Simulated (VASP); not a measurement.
RuS: single point with r2SCAN

Crystal: RuS.

```
Ru S
1.0
     0.00000    2.48086    2.48086
     2.48086    0.00000    2.48086
     2.48086    2.48086    0.00000
Ru S
1 1
Direct
  0.50000 0.50000 0.50000
  0.00000 0.00000 0.00000
```

```
Program             : VASP 6.6.1
Task                : single point
Functional          : r2SCAN
Potentials or basis : VASP PAW PBE potentials, release 64 (Ru_pv, S)
Cutoff              : 520 eV
k mesh              : 12 × 12 × 12
Occupations         : gaussian, width 0.05 eV
Spin                : no spin polarisation
```

```
Pressure               : -5.9 GPa
Band gap on the k mesh : zero (bands 10 and 11 overlap by 2.06 eV)
```

Levels at points of the mesh, in eV from the Fermi level:
```tsv
k point	band 8	band 9	band 10	band 11	band 12	band 13
(0.00, 0.00, 0.00)	-2.15	-2.15	-2.15	-1.94	-1.94	4.80
(0.50, 0.00, 0.00)	-0.63	-0.63	0.11	4.19	4.31	4.31
(0.50, 0.50, 0.00)	-3.66	-1.19	-0.18	-0.18	1.13	3.67
```

Run time: 3 min on 1 thread of Intel(R) Xeon(R) Platinum 8259CL CPU @ 2.50GHz (Skylake/Cascade Lake) (shared host), peak memory 0.19 GiB.

Caveat: the cell stands under tension; the PAW data sets were made with another functional, which shifts forces and pressure a little.
